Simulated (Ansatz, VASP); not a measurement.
## AlN: VASP beside Ansatz

File INCAR:

```
SYSTEM = AlN
PREC = Accurate ; ENCUT = 520
EDIFF = 1E-6 ; ISMEAR = 0
SIGMA = 0.05 ; LREAL = .FALSE.
LASPH = .TRUE. ; NELM = 60
ALGO = Normal ; ISIF = 2
LWAVE = .FALSE. ; LCHARG = .FALSE.
GGA = PS ; NBANDS = 11
```

File KPOINTS:

```
regular mesh
0
G
  10 10 10
  0 0 0
```

The input POSCAR:

```
AlN
1.0
    0.0000000000      2.1839935596      2.1839935596
    2.1839935596      0.0000000000      2.1839935596
    2.1839935596      2.1839935596      0.0000000000
Al N
1 1
Direct
   -0.0121412923      0.0000000000      0.0000000000
    0.7500000000      0.7500000000      0.7500000000
```

Input for Ansatz:

```yaml
crystal:
  lattice:
    - [0.0, 2.1839935596, 2.1839935596]
    - [2.1839935596, 0.0, 2.1839935596]
    - [2.1839935596, 2.1839935596, 0.0]
  atoms:
    - { symbol: Al, position: [-0.0121412923, 0.0, 0.0] }
    - { symbol: "N", position: [0.75, 0.75, 0.75] }
basis:
  ecutwfc: 420
kpoints:
  mp_grid: { grid: [10, 10, 10] }
hamiltonian:
  xc: pbesol
scf:
  occupations: { method: gaussian, width: 0.05 }
output:
  forces: true
  stress: true
  eigenvalues: true
```

Change from the starting cell: all Al atoms moved +0.037 Å, as atom 1 towards its neighbour atom 1 (Al) at 3.089 Å.

Alike in both runs: task single point; functional PBEsol; k mesh 10 × 10 × 10; occupations gaussian, width 0.05 eV; no spin polarisation.

|  | VASP | Ansatz |
| --- | --- | --- |
| version | VASP 6.6.1 | Ansatz 0.2.0 |
| potentials or method | VASP PAW PBE potentials, release 64 (Al, N), cutoff 520 eV | scalar-relativistic, plane waves, PAW |
| valence electrons in the cell | 8 | 8 |

Ansatz gave:

- gap on the k mesh at the Fermi level (eV): 3.10
- least direct gap on the mesh (eV): 4.02
- pressure (GPa): 1.5
- traceless stress, the component that is largest in VASP (GPa): 1.88
- rms of the force components (eV/Å): 0.316

Task: What did VASP give for the same quantities?

Result: gap on the k mesh at the Fermi level (eV): 3.09; least direct gap on the mesh (eV): 4.03; pressure (GPa): 1.5; traceless stress, the component that is largest in VASP (GPa): 1.92; rms of the force components (eV/Å): 0.319.

VASP's potentials were made for PBE, not for PBEsol. Atom by atom the forces differ by 0.003 eV/Å (rms over components).
